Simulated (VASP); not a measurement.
## WC (Qusongite): relaxation of cell and atoms with PBE+U

The system is WC (Qusongite).

```
W C
1.0
     2.90650    0.00000    0.00000
    -1.45325    2.51710    0.00000
     0.00000    0.00000    2.83660
W C
1 1
Direct
  0.00000 0.00000 0.00000
  0.66667 0.33333 0.50000
```

```json
{
 "Program": "VASP 6.6.1",
 "Task": "relaxation of cell and atoms",
 "Functional": "PBE",
 "Potentials or basis": "VASP PAW PBE potentials, release 64 (W_sv, C)",
 "Cutoff": "600 eV",
 "k mesh": "10 × 10 × 9",
 "Occupations": "fermi-dirac, width 0.05 eV",
 "Spin": "no spin polarisation",
 "Hubbard terms": "W d U = 2.0 eV",
 "Dipole correction": "no",
 "Further INCAR settings": "ALGO = Normal; EDIFF = 1e-06; IBRION = 2; EDIFFG = -0.01; NSW = 60; ISIF = 3"
}
```

| Item | Value |
| --- | --- |
| Relaxed volume | 10.66 Å³/atom |
| Relaxed cell | a = 2.935 Å, b = 2.935 Å, c = 2.859 Å, α = 90.00°, β = 90.00°, γ = 120.00° |
| Space group after relaxing (to 0.05 Å) | P-6m2 (No. 187) |
| Energy gained by relaxing | 9.6 meV/atom |
| Ionic steps | 12 |
| Pressure after relaxing | 0.0 GPa |
| Band gap on the k mesh | zero (band 9 reaches 11.46 eV, above the bottom of band 10 at 10.38 eV) |

The path:
```csv
step,energy change (eV),largest force (eV/Å),pressure (GPa),volume (Å³)
1,0.0000,0.0000,10.93,20.75
2,0.1099,0.0000,-23.72,22.95
3,-0.0190,0.0000,-0.26,21.34
4,-0.0191,0.0000,-0.05,21.33
5,-0.0191,0.0000,0.16,21.31
6,-0.0191,0.0000,0.21,21.32
7,-0.0192,0.0000,0.21,21.32
8,-0.0192,0.0000,0.20,21.32
9,-0.0192,0.0000,0.18,21.32
10,-0.0192,0.0000,0.17,21.32
11,-0.0192,0.0000,-0.31,21.35
12,-0.0192,0.0000,0.02,21.33
```

Final structure:
```yaml
crystal:
  lattice:
    - [2.93512, 0.00000, 0.00000]
    - [-1.46756, 2.54189, 0.00000]
    - [0.00000, 0.00000, 2.85878]
  atoms:
    - { symbol: W, position: [0.00000, 0.00000, 0.00000] }
    - { symbol: C, position: [0.66667, 0.33333, 0.50000] }
```

Levels at points of the mesh, in eV from the Fermi level:
```
           k point  band 5  band 6  band 7  band 8  band 9  band 10  band 11  band 12  band 13
(0.00, 0.00, 0.00)  -14.37   -4.17   -3.24   -3.24    0.01     3.20     3.20     5.44     5.44
(0.50, 0.00, 0.00)  -11.07   -7.02   -3.46   -3.46   -0.55     2.35     4.38     4.67     6.67
```

Eigenvalues of the final occupation matrices:
| site | spin | trace | eigenvalues |
| --- | --- | --- | --- |
| site 1 d | 1 | 1.68 | 0.32 0.32 0.34 0.34 0.36 |
| site 1 d | 2 | 1.68 | 0.32 0.32 0.34 0.34 0.36 |

It took 40 s on 1 thread of Intel(R) Xeon(R) 6975P-C (Granite Rapids), on a shared host, peak memory 0.17 GiB.

Caveat: spin-orbit coupling is left out, which moves the levels of the heavy elements; U without spin polarisation on a metal has little footing; the U is typed as a test and isn't derived for this compound. PBE usually gives volumes a little too large and moduli too small.
